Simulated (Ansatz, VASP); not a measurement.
**Two plane-wave programs on Ta**

File INCAR:

```
ALGO     = Normal         # electronic algorithm
EDIFF    = 1E-8           # SCF threshold, eV
ENCUT    = 520            # plane-wave cutoff, eV
GGA      = PE             # functional
ISIF     = 2              # what is computed and relaxed
ISMEAR   = -1             # smearing method
LASPH    = T              # aspherical terms in the spheres
LCHARG   = F              # write CHGCAR
LEFG     = T            
LREAL    = F              # projectors in reciprocal space
LWAVE    = F              # write WAVECAR
NBANDS   = 12             # bands
NELM     = 60             # most SCF steps
PREC     = Accurate       # precision mode
SIGMA    = 0.08           # smearing width, eV
```

Contents of KPOINTS:

```
k-points
0
Gamma
  17 17 17
```

Contents of POSCAR:

```
Ta
1.0
   -1.6178577021      1.6178577021      1.6178577021
    1.6178577021     -1.6178577021      1.6178577021
    1.6178577021      1.6178577021     -1.6178577021
Ta
1
Direct
    0.0000000000      0.0000000000      0.0000000000
```

Input for Ansatz:

```yaml
crystal:
  lattice:
    - [-1.6178577021, 1.6178577021, 1.6178577021]
    - [1.6178577021, -1.6178577021, 1.6178577021]
    - [1.6178577021, 1.6178577021, -1.6178577021]
  atoms:
    - { symbol: Ta, position: [0.0, 0.0, 0.0] }
kpoints:
  mp_grid: { grid: [17, 17, 17] }
scf:
  occupations: { method: fermi_dirac, width: 0.08 }
hamiltonian:
  xc: pbe
  pseudopotentials: { kind: paw }
output:
  forces: true
  stress: true
  eigenvalues: true
  efg: { contact_densities: true }
  write_density: true
  write_potential: true
  elf: true
  volumetric_format: npy
```

Change from the starting cell: volume scaled by 0.9405, PAW files.

Alike in both runs: task electric field gradients; functional PBE; k mesh 17 × 17 × 17; occupations fermi-dirac, width 0.08 eV; no spin polarisation.

```csv
,VASP,Ansatz
version,VASP 6.6.1,Ansatz 0.2.0
potentials or method,"VASP PAW PBE potentials, release 64 (Ta_pv)","PAW with Ansatz's default frozen-core files, scalar-relativistic"
plane-wave cutoff (eV),520,420
valence electrons in the cell,11,13
```

```tsv
	VASP	Ansatz	Ansatz less VASP
pressure (GPa)	17.7	17.4	-0.24
```

With one functional, cell and mesh, what is left measures potentials, basis and numerics. VASP's potentials hold 11 valence electrons a cell and Ansatz's 13, so a difference there can come from the potentials and not from the codes.

Spin-orbit coupling is off throughout.
